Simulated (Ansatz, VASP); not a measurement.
One calculation of SrTiO3, two programs

File INCAR:

```
SYSTEM = SrTiO3
PREC = Accurate
ENCUT = 520
EDIFF = 1E-6
ISMEAR = -1
SIGMA = 0.05
LREAL = .FALSE.
LASPH = .TRUE.
NELM = 100
ALGO = Normal
ISIF = 2
LWAVE = .FALSE.
LCHARG = .FALSE.
GGA = PE
NBANDS = 28
```

File KPOINTS:

```
regular mesh
0
G
  7 7 7
  0 0 0
```

POSCAR

```
SrTiO3
1.0
    3.8919397018      0.0000000000      0.0000000000
    0.0000000000      3.8919397018      0.0000000000
    0.0000000000      0.0000000000      3.8919397018
Sr Ti O
1 1 3
Direct
    0.0000000000      0.0000000000      0.0000000000
    0.5000000000      0.5000000000      0.5000000000
    0.0000000000      0.5000000000      0.5000000000
    0.5000000000      0.0000000000      0.5000000000
    0.5000000000      0.5000000000      0.0000000000
```

Input for Ansatz:

```yaml
crystal:
  lattice:
    - [3.8919397018, 0.0, 0.0]
    - [0.0, 3.8919397018, 0.0]
    - [0.0, 0.0, 3.8919397018]
  atoms:
    - { symbol: Sr, position: [0.0, 0.0, 0.0] }
    - { symbol: Ti, position: [0.5, 0.5, 0.5] }
    - { symbol: O, position: [0.0, 0.5, 0.5] }
    - { symbol: O, position: [0.5, 0.0, 0.5] }
    - { symbol: O, position: [0.5, 0.5, 0.0] }
kpoints:
  mp_grid: { grid: [7, 7, 7] }
  band_path:
    path:
      - [0.0, 0.0, 0.0]
      - [0.0, 0.5, 0.0]
      - [0.5, 0.5, 0.0]
      - [0.0, 0.0, 0.0]
      - [0.5, 0.5, 0.5]
      - [0.0, 0.5, 0.0]
      - [0.5, 0.5, 0.5]
      - [0.5, 0.5, 0.0]
    npoints: 5
scf:
  occupations: { method: fermi_dirac, width: 0.05 }
hamiltonian:
  xc: pbe
  pseudopotentials: { kind: all_electron, lapw: { basis_error: 0.001 } }
output:
  forces: true
  stress: true
  eigenvalues: true
```

Change from the starting cell: volume scaled by 0.99.

Alike in both runs: task single point; functional PBE; k mesh 7 × 7 × 7; occupations fermi-dirac, width 0.05 eV; no spin polarisation.

|  | VASP | Ansatz |
| --- | --- | --- |
| version | VASP 6.6.1 | Ansatz 0.2.0 |
| potentials or method | VASP PAW PBE potentials, release 64 (Sr_sv, Ti_sv, O), cutoff 520 eV | all-electron LAPW, scalar-relativistic |

VASP gave:

```
gap on the k mesh at the Fermi level (eV) : 1.94
pressure (GPa)                            : 6.9
```

Task: Estimate Ansatz's values.

Result: gap on the k mesh at the Fermi level (eV): 1.97; pressure (GPa): 6.2.

Ansatz ran all-electron here, and VASP with PAW potentials.
